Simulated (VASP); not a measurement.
# KI (Pm-3m) in VASP: single point with PBEsol

Aim: the single point of KI with PBEsol.

Everything below comes from runs of VASP 6.6.1. Logs are shortened: lines on timing, memory, paths and dates and some standing lists are left out, and cuts for length are marked.

## Step 1: The cell of the first run

Symmetry: Pm-3m, No. 221, cubic system. The conventional cell has a = 4.291 Å, b = 4.291 Å, c = 4.291 Å, α = 90.00°, β = 90.00°, γ = 90.00°. K (site symmetry m-3m) has 8 I at 3.72 Å and 6 K at 4.29 Å within 4.9 Å. Within 4.9 Å of I (site symmetry m-3m) lie 8 K at 3.72 Å and 6 I at 4.29 Å.

## Step 2: Single point, PBEsol

The input, INCAR:

```
PREC = Accurate
ENCUT = 520
EDIFF = 1E-6
ISMEAR = 0
SIGMA = 0.01
LREAL = False
LASPH = True
NELM = 100
ALGO = Normal
ISIF = 2
LWAVE = False
LCHARG = True
GGA = PS
LELF = True
LVHAR = True
NBANDS = 15
```

The input, KPOINTS:

```
regular mesh
0
Gamma
  4 4 4
```

The input, POSCAR:

```
KI
1.0
    4.2911966600      0.0000000000      0.0000000000
    0.0000000000      4.2911966600      0.0000000000
    0.0000000000      0.0000000000      4.2911966600
K I
1 1
Direct
    0.0000000000      0.0000000000      0.0000000000
    0.5000000000      0.5000000000      0.5000000000
```

Potentials or basis: VASP PAW PBE potentials, release 64 (K_sv, I).

Started as:

```console
> cat potpaw_PBE.64/K_sv/POTCAR potpaw_PBE.64/I/POTCAR > POTCAR
> mpirun -np 1 vasp_std > vasp.out
```

OUTCAR:

```text
PREC = Accurate
   ENCUT = 520
   EDIFF = 1E-6
   ISMEAR = 0
   LREAL = False
   LASPH = True
   NELM = 100
   ISIF = 2
   GGA = PS

 ion  position               nearest neighbor table
   1  0.000  0.000  0.000-
   2  0.500  0.500  0.500-

  LATTYP: Found a simple cubic cell.
 ALAT       =     4.2911966600

  Lattice vectors:

 A1 = (   4.2911966600,   0.0000000000,   0.0000000000)
 A2 = (   0.0000000000,   4.2911966600,   0.0000000000)
 A3 = (   0.0000000000,   0.0000000000,   4.2911966600)

Analysis of symmetry for initial positions (statically):
=====================================================================
 Subroutine PRICEL returns:
 Original cell was already a primitive cell.

 Routine SETGRP: Setting up the symmetry group for a
 simple cubic supercell.

 Subroutine GETGRP returns: Found 48 space group operations
 (whereof 48 operations were pure point group operations)
 out of a pool of 48 trial point group operations.

The static configuration has the point symmetry O_h .

Analysis of symmetry for dynamics (positions and initial velocities):
=====================================================================
 Subroutine PRICEL returns:
 Original cell was already a primitive cell.

 Routine SETGRP: Setting up the symmetry group for a
 simple cubic supercell.

 Subroutine GETGRP returns: Found 48 space group operations
 (whereof 48 operations were pure point group operations)
 out of a pool of 48 trial point group operations.

The dynamic configuration has the point symmetry O_h .

 Subroutine INISYM returns: Found 48 space group operations
 (whereof 48 operations are pure point group operations),
 and found     1 'primitive' translations

----------------------------------------------------------------------------------------

                                     Primitive cell

  volume of cell :      79.0197

  direct lattice vectors                    reciprocal lattice vectors
     4.291196660  0.000000000  0.000000000     0.233035230  0.000000000  0.000000000
     0.000000000  4.291196660  0.000000000     0.000000000  0.233035230  0.000000000
     0.000000000  0.000000000  4.291196660     0.000000000  0.000000000  0.233035230

  length of vectors
     4.291196660  4.291196660  4.291196660     0.233035230  0.233035230  0.233035230

  position of ions in fractional coordinates (direct lattice)
     0.000000000  0.000000000  0.000000000
     0.500000000  0.500000000  0.500000000

  ion indices of the primitive-cell ions
   primitive index   ion index
                 1           1
                 2           2

----------------------------------------------------------------------------------------

 KPOINTS: regular mesh

Automatic generation of k-mesh.
 Grid dimensions read from file:
 generate k-points for:    4    4    4

 Generating k-lattice:

  Cartesian coordinates                     Fractional coordinates (reciprocal lattice)
     0.058258807  0.000000000  0.000000000     0.250000000  0.000000000  0.000000000
     0.000000000  0.058258807  0.000000000     0.000000000  0.250000000  0.000000000
     0.000000000  0.000000000  0.058258807     0.000000000  0.000000000  0.250000000

  Length of vectors
     0.058258807  0.058258807  0.058258807

  Shift w.r.t. Gamma in fractional coordinates (k-lattice)
     0.000000000  0.000000000  0.000000000

 Subroutine IBZKPT returns following result:
 ===========================================

 Found     10 irreducible k-points:

 Following reciprocal coordinates:
            Coordinates               Weight
  0.000000  0.000000  0.000000      1.000000
  0.250000  0.000000  0.000000      6.000000
  0.500000  0.000000  0.000000      3.000000
  0.250000  0.250000  0.000000     12.000000
  0.500000  0.250000  0.000000     12.000000
  0.500000  0.500000  0.000000      3.000000
  0.250000  0.250000  0.250000      8.000000
  0.500000  0.250000  0.250000     12.000000
  0.500000  0.500000  0.250000      6.000000
  0.500000  0.500000  0.500000      1.000000
   k-points           NKPTS =     10   k-points in BZ     NKDIM =     10   number of bands    NBANDS=     15
   number of dos      NEDOS =    301   number of ions     NIONS =      2
   total plane-waves  NPLWV =  32768
   dimension x,y,z NGX =    32 NGY =   32 NGZ =   32
   dimension x,y,z NGXF=    64 NGYF=   64 NGZF=   64
   ions per type =               1   1
   NGX,Y,Z   is equivalent  to a cutoff of  12.40, 12.40, 12.40 a.u.
   NGXF,Y,Z  is equivalent  to a cutoff of  24.79, 24.79, 24.79 a.u.
 SYSTEM =  unknown system
   PREC   = accura    normal or accurate (medium, high low for compatibility)
   ISTART =      0    job   : 0-new  1-cont  2-samecut
   ICHARG =      2    charge: 1-file 2-atom 10-const
   ISPIN  =      1    spin polarized calculation?
   LNONCOLLINEAR =      F non collinear calculations
   LSORBIT =      F    spin-orbit coupling
   LASPH  =      T    aspherical Exc in radial PAW
   ENCUT  =  520.0 eV  38.22 Ry    6.18 a.u.   7.98  7.98  7.98*2*pi/ulx,y,z
   NELM   =    100;   NELMIN=  2; NELMDL= -5     # of ELM steps
   EDIFF  = 0.1E-05   stopping-criterion for ELM
   LREAL  =      F    real-space projection
[... 7 lines left out ...]
   TEBEG  =    0.0;   TEEND  =   0.0 temperature during run
   PSTRESS=    0.0 pullay stress
   NELECT =      16.0000    total number of electrons
   NUPDOWN=      -1.0000    fix difference up-down
   EMIN   =  10.00;   EMAX   =-10.00  energy-range for DOS
   EFERMI =   0.00;   METHOD = LEGACY
   ISMEAR =     0;   SIGMA  =   0.01  broadening in eV -4-tet -1-fermi 0-gaus
   EFERMI_NEDOS =   21; number of points for ismear=-14 and -15
   IALGO  =     38    algorithm
   IMIX   =      4    mixing-type and parameters
     AMIX     =   0.40;   BMIX     =  1.00
     AMIX_MAG =   1.60;   BMIX_MAG =  1.00
  volume/ion in A,a.u.               =      39.51       266.63
  Fermi-wavevector in a.u.,A,eV,Ry     =   0.961324  1.816639 12.573738  0.924144
  Thomas-Fermi vector in A             =   2.090686
   LORBIT       =      0    0 simple, 1 ext, 2 COOP (PROOUT), +10 PAW based schemes
   GGA     = PS    functional components
   LHFCALC =     F    Hartree Fock is set to
   AEXX    =    0.0000 exact exchange contribution
   IVDW    =     0    specifies the selected vdW correction
   LEPSILON=     F    determine dielectric tensor
   LRPA    =     F    only Hartree local field effects (RPA)
 non-spin polarized calculation
 Gauss-broadening in eV      SIGMA  =   0.01
  energy-cutoff  :      520.00
  volume of cell :       79.02
 maximum number of plane-waves:      2176
 NGX is ok and might be reduce to    32
   NGX = 15   NGY = 15   NGZ = 15

 number of electron      16.0000003 magnetization

 Free energy of the ion-electron system (eV)
  ---------------------------------------------------
  ext. energy  EPLUGINS =         0.00000000
  ---------------------------------------------------
  free energy    TOTEN  =        -5.71301149 eV

  energy without entropy =       -5.71301149  energy(sigma->0) =       -5.71301149

 E-fermi :   0.9136     XC(G=0):  -7.8710

 val. band max:        0.7904269652   @ k =   0.5000   0.5000   0.0000
 cond. band min:       3.9690254007   @ k =   0.0000   0.0000   0.0000
 fundamental gap:      3.1785984355
 Fermi energy:         0.9135893846

 k-point     1 :       0.0000    0.0000    0.0000
  band No.  band energies     occupation
      1     -28.4060      2.00000
      2     -11.9222      2.00000
      3     -11.9222      2.00000
      4     -11.9222      2.00000
      5     -10.4075      2.00000
      6       0.4229      2.00000
      7       0.4229      2.00000
      8       0.4229      2.00000
      9       3.9690      0.00000
     10       5.4518      0.00000
     11       5.4518      0.00000
     12       9.1728      0.00000
     13       9.1728      0.00000
     14       9.1728      0.00000
     15      11.2536      0.00000

 k-point     2 :       0.2500    0.0000    0.0000
  band No.  band energies     occupation
      1     -28.4035      2.00000
      2     -12.0152      2.00000
      3     -11.9163      2.00000
      4     -11.9163      2.00000
      5     -10.2490      2.00000
      6      -0.7432      2.00000
      7       0.4604      2.00000
      8       0.4604      2.00000
      9       5.0209      0.00000
     10       5.8972      0.00000
     11       6.8051      0.00000
     12       9.0235      0.00000
     13       9.0235      0.00000
     14       9.4090      0.00000
     15       9.4961      0.00000

 k-point     3 :       0.5000    0.0000    0.0000
  band No.  band energies     occupation
      1     -28.4011      2.00000
      2     -12.0981      2.00000
      3     -11.9102      2.00000
      4     -11.9102      2.00000
      5     -10.0930      2.00000
      6      -1.5425      2.00000
      7       0.4981      2.00000
      8       0.4981      2.00000
      9       6.1229      0.00000
     10       6.8847      0.00000
     11       7.7446      0.00000
     12       7.7481      0.00000
     13       9.4257      0.00000
     14       9.4257      0.00000
     15       9.4392      0.00000

 k-point     4 :       0.2500    0.2500    0.0000
  band No.  band energies     occupation
      1     -28.4012      2.00000
      2     -12.0087      2.00000
      3     -11.9654      2.00000
      4     -11.9110      2.00000
      5     -10.1631      2.00000
      6      -0.6853      2.00000
      7      -0.3919      2.00000
      8       0.5467      2.00000
      9       5.7036      0.00000
     10       6.1920      0.00000
     11       7.4020      0.00000
     12       8.2059      0.00000
     13       8.7879      0.00000
     14       9.3301      0.00000
     15       9.3948      0.00000

 k-point     5 :       0.5000    0.2500    0.0000
  band No.  band energies     occupation
      1     -28.3988      2.00000
      2     -12.0538      2.00000
      3     -11.9599      2.00000
      4     -11.9058      2.00000
      5     -10.0757      2.00000
      6      -1.2686      2.00000
      7      -0.3226      2.00000
      8       0.6373      2.00000
      9       5.6533      0.00000
     10       6.4404      0.00000
     11       7.9914      0.00000
     12       8.0682      0.00000
     13       8.3312      0.00000
     14       8.9504      0.00000
     15       9.9873      0.00000

 k-point     6 :       0.5000    0.5000    0.0000
  band No.  band energies     occupation
      1     -28.3965      2.00000
      2     -12.0088      2.00000
      3     -12.0088      2.00000
      4     -11.9014      2.00000
      5     -10.0575      2.00000
      6      -0.9494      2.00000
      7      -0.9494      2.00000
      8       0.7904      2.00000
      9       4.5964      0.00000
     10       6.3858      0.00000
     11       7.5381      0.00000
     12       7.5381      0.00000
     13       9.7030      0.00000
     14       9.7030      0.00000
     15      10.2105      0.00000

 k-point     7 :       0.2500    0.2500    0.2500
  band No.  band energies     occupation
      1     -28.3988      2.00000
      2     -11.9940      2.00000
      3     -11.9576      2.00000
      4     -11.9576      2.00000
      5     -10.0959      2.00000
      6      -0.5160      2.00000
      7      -0.3441      2.00000
      8      -0.3441      2.00000
      9       6.4512      0.00000
     10       6.8614      0.00000
     11       6.8614      0.00000
     12       7.6955      0.00000
     13       8.5297      0.00000
     14       8.5297      0.00000
     15      11.2553      0.00000

 k-point     8 :       0.5000    0.2500    0.2500
  band No.  band energies     occupation
      1     -28.3965      2.00000
      2     -12.0264      2.00000
      3     -11.9557      2.00000
      4     -11.9499      2.00000
      5     -10.0259      2.00000
      6      -1.1019      2.00000
      7      -0.2948      2.00000
      8      -0.2077      2.00000
      9       5.8971      0.00000
     10       6.4396      0.00000
     11       7.3296      0.00000
     12       7.9279      0.00000
     13       8.9719      0.00000
     14       9.2977      0.00000
     15      10.4696      0.00000

 k-point     9 :       0.5000    0.5000    0.2500
  band No.  band energies     occupation
      1     -28.3942      2.00000
      2     -11.9990      2.00000
      3     -11.9990      2.00000
      4     -11.9456      2.00000
      5      -9.9730      2.00000
      6      -0.9217      2.00000
      7      -0.9217      2.00000
      8      -0.1762      2.00000
      9       5.2778      0.00000
     10       6.8083      0.00000
     11       6.8083      0.00000
     12       8.1240      0.00000
     13       9.7622      0.00000
     14       9.7622      0.00000
     15      10.3439      0.00000

 k-point    10 :       0.5000    0.5000    0.5000
  band No.  band energies     occupation
      1     -28.3920      2.00000
      2     -11.9892      2.00000
      3     -11.9892      2.00000
      4     -11.9892      2.00000
      5      -9.8840      2.00000
      6      -0.8936      2.00000
      7      -0.8936      2.00000
      8      -0.8936      2.00000
      9       6.3014      0.00000
     10       6.3014      0.00000
     11       6.3014      0.00000
     12       9.6089      0.00000
     13       9.6089      0.00000
     14       9.6089      0.00000
     15       9.8801      0.00000

------------------------ aborting loop because EDIFF is reached ----------------------------------------

  FORCE on cell =-STRESS in cart. coord.  units (eV):
  Direction    XX          YY          ZZ          XY          YZ          ZX
  --------------------------------------------------------------------------------------
  -------------------------------------------------------------------------------------
  Total       -0.2366051     -0.2366051     -0.2366051      0.0000000      0.0000000     -0.0000000
  in kB       -4.7973278     -4.7973278     -4.7973278      0.0000000      0.0000000     -0.0000000
  external PRESSURE =      -4.7973278 kB  Pullay stress =       0.0000000 kB

 VOLUME and BASIS-vectors are now :
 -----------------------------------------------------------------------------
  energy-cutoff  :      520.00
  volume of cell :       79.02
      direct lattice vectors                 reciprocal lattice vectors
     4.291196660  0.000000000  0.000000000     0.233035230  0.000000000  0.000000000
     0.000000000  4.291196660  0.000000000     0.000000000  0.233035230  0.000000000
     0.000000000  0.000000000  4.291196660     0.000000000  0.000000000  0.233035230

 POSITION                                       TOTAL-FORCE (eV/Angst)
 -----------------------------------------------------------------------------------
      0.00000      0.00000      0.00000         0.000000      0.000000      0.000000
      2.14560      2.14560      2.14560         0.000000      0.000000      0.000000
 -----------------------------------------------------------------------------------
    total drift:                                0.000000      0.000000     -0.000000

  FREE ENERGIE OF THE ION-ELECTRON SYSTEM (eV)
  ---------------------------------------------------
  free  energy   TOTEN  =        -5.7130114927 eV

  energy  without entropy=       -5.7130114927  energy(sigma->0) =       -5.71301149
```

Wall time 22 s (1 thread of Intel Xeon 8259CL, shared host); peak memory 0.18 GiB.

What came out:

| Quantity | Value |
| --- | --- |
| Free energy | -5.7130 eV |
| Pressure | -0.5 GPa |
| Band gap on the k mesh | 3.18 eV, indirect (least direct gap 3.55 eV) |

Caveat: the PAW data sets were made with another functional, which shifts forces and pressure a little; spin-orbit coupling is left out, which moves the levels of the heavy elements. A hybrid or GW would open this gap; PBEsol tends to underestimate it.
